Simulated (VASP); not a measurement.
Here is a VASP 6.6.1 calculation.

File INCAR:

```
SYSTEM = Sb
ALGO = Normal ; EDIFF = 1E-6
ENCUT = 520 ; GGA = PE
ISIF = 2 ; ISMEAR = 0
LASPH = .True. ; LCHARG = .False.
LREAL = .False. ; LWAVE = .False.
NBANDS = 8 ; NELM = 80
PREC = Accurate ; SIGMA = 0.016
```

KPOINTS

```
k-points
0
Gamma
  8 8 8
  0 0 0
```

Contents of POSCAR:

```
Sb
1.0
    3.1600000000      0.0000000000      0.0000000000
    0.0000000000      3.1600000000      0.0000000000
    0.0000000000      0.0000000000      3.1600000000
Sb
1
Direct
    0.0000000000      0.0000000000      0.0000000000
```

Potentials or basis: VASP PAW PBE potentials, release 64 (Sb).

The run is started by

```sh
$ cat potpaw_PBE.64/Sb/POTCAR > POTCAR
$ mpirun -np 1 vasp_std > vasp.out
```

Task: What does it give for the pressure?

Result: -2.3 GPa.
